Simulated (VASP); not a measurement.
A run of VASP 6.6.1 is set up as follows.

INCAR

```
PREC     = Accurate       # precision mode
ENCUT    = 520            # plane-wave cutoff, eV
EDIFF    = 1E-7           # SCF threshold, eV
ISMEAR   = 0              # smearing method
SIGMA    = 0.1            # smearing width, eV
LREAL    = F              # projectors in reciprocal space
LASPH    = T              # aspherical terms in the spheres
NELM     = 100            # most SCF steps
ALGO     = Normal         # electronic algorithm
ISIF     = 2              # what is computed and relaxed
LWAVE    = F              # write WAVECAR
LCHARG   = F              # write CHGCAR
GGA      = CA             # functional
NBANDS   = 13             # bands
```

KPOINTS

```
regular mesh
0
Gamma
  9 9 9
```

The input POSCAR:

```
Pb
1.0
   -1.9796595667      1.9796595667      1.9796595667
    1.9796595667     -1.9796595667      1.9796595667
    1.9796595667      1.9796595667     -1.9796595667
Pb
1
Direct
    0.0000000000      0.0000000000      0.0000000000
```

Potentials or basis: VASP PAW LDA potentials, release 64 (Pb_d).

The run is started by

```bash
$ cat potpaw_LDA.64/Pb_d/POTCAR > POTCAR
$ mpirun -np 1 vasp_std > vasp.out
```

(1) Estimate the pressure.

(2) Estimate the band gap on the k mesh.

## Answers

(1) -3.4 GPa.

(2) zero (band 7 reaches 14.10 eV, above the bottom of band 8 at 4.75 eV).

Caveat: spin-orbit coupling is left out, which moves the levels of the heavy elements.
